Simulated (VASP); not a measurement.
Set up this calculation in VASP 6.6.1, as the native input.

```
Task                   : single point
Functional             : PBEsol
Potentials or basis    : VASP PAW PBE potentials, release 64 (Mg, S)
Cutoff                 : 600 eV
k mesh                 : 6 × 6 × 4
Occupations            : gaussian, width 0.02 eV
Spin                   : no spin polarisation
Dipole correction      : no
Further INCAR settings : ALGO = Normal; EDIFF = 1e-06; NBANDS = 16
```

The structure of MgS lies in POSCAR:

```
MgS
1.0
    4.0287907047      0.0000000000      0.0000000000
   -2.0143953523      3.4890350968      0.0000000000
    0.0000000000      0.0000000000      6.4151921580
Mg S
2 2
Direct
    0.6666666667      0.3333333333      0.4962629880
    0.3333333333      0.6666666667      0.9962629880
    0.3333333333      0.6666666667      0.3787360120
    0.6666666667      0.3333333333      0.8787360120
```

One way to write it, as run:

INCAR

```
SYSTEM = MgS
  ALGO = Normal
  EDIFF = 1E-6
  ENCUT = 600
  GGA = PS
  GGA_COMPAT = .False.
  ISIF = 2
  ISMEAR = 0
  LASPH = .True.
  LCHARG = .False.
  LREAL = .False.
  LWAVE = .False.
  NBANDS = 16
  NELM = 120
  PREC = Accurate
  SIGMA = 0.02
```

KPOINTS

```
k-points
0
Gamma
  6 6 4
  0 0 0
```

Potentials or basis: VASP PAW PBE potentials, release 64 (Mg, S).

Command:

```sh
$ cat potpaw_PBE.64/Mg/POTCAR potpaw_PBE.64/S/POTCAR > POTCAR
$ mpirun -np 1 vasp_std > vasp.out
```

It gave:

The pressure is -0.1 GPa. The band gap on the k mesh is 3.30 eV, direct.

Caveat: the PAW data sets were made with another functional, which shifts forces and pressure a little.

It took 27 s on 1 thread of Intel Xeon 6975P-C, with other jobs on the host, peak memory 0.24 GiB.
